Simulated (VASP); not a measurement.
C: single point with r2SCAN

Crystal: C.

```
C
1.0
     2.56172    0.00000    0.00000
    -1.28086    2.21851    0.00000
     0.00000    0.00000   12.63423
C
12
Direct
  0.00000 0.00000 0.18676
  0.00000 0.00000 0.68676
  0.00000 0.00000 0.31324
  0.00000 0.00000 0.81324
  0.33333 0.66667 0.52075
  0.66667 0.33333 0.02075
  0.33333 0.66667 0.97925
  0.66667 0.33333 0.47925
  0.33333 0.66667 0.64506
  0.66667 0.33333 0.14506
  0.33333 0.66667 0.85494
  0.66667 0.33333 0.35494
```

```yaml
Program: VASP 6.6.1
Task: single point
Functional: r2SCAN
Potentials_or_basis: VASP PAW PBE potentials, release 64 (C)
Cutoff: 520 eV
k_mesh: 12 × 12 × 2
Occupations: gaussian, width 0.02 eV
Spin: no spin polarisation
```

```
Pressure               : -22.7 GPa
Largest force          : 0.006 eV/Å
Band gap on the k mesh : 4.51 eV (least direct gap 5.51 eV)
```

Forces in eV/Å, atoms in the order of the input:
```
C    0.000  0.000  0.006
C    0.000  0.000  0.006
C    0.000  0.000 -0.006
C    0.000  0.000 -0.006
C    0.000  0.000  0.000
C    0.000  0.000  0.000
C    0.000  0.000  0.000
C    0.000  0.000  0.000
C    0.000  0.000  0.000
C    0.000  0.000  0.000
C    0.000  0.000  0.000
C    0.000  0.000  0.000
```

Levels at points of the mesh, in eV from the valence-band top:
| k point | band 20 | band 21 | band 22 | band 23 | band 24 | band 25 | band 26 | band 27 | band 28 | band 29 |
| --- | --- | --- | --- | --- | --- | --- | --- | --- | --- | --- |
| (0.00, 0.00, 0.00) | -0.99 | -0.99 | -0.12 | 0.00 | 0.00 | 5.51 | 5.51 | 5.61 | 6.62 | 6.62 |
| (0.50, 0.00, 0.00) | -4.46 | -4.10 | -4.05 | -3.62 | -2.94 | 4.72 | 5.34 | 5.41 | 5.72 | 6.78 |
| (0.00, 0.00, 0.50) | -1.39 | -0.32 | -0.32 | -0.32 | -0.32 | 5.90 | 5.90 | 5.90 | 5.90 | 6.30 |
| (0.50, 0.00, 0.50) | -4.97 | -3.81 | -3.81 | -3.28 | -3.28 | 4.90 | 4.90 | 5.92 | 5.92 | 6.17 |

It took 2.8 min on 1 thread of Intel(R) Xeon(R) 6975P-C (Granite Rapids), with other jobs on the host, peak memory 0.22 GiB.

Caveat: the cell stands under tension; the PAW data sets were made with another functional, which shifts forces and pressure a little. A k mesh can miss the band edges.
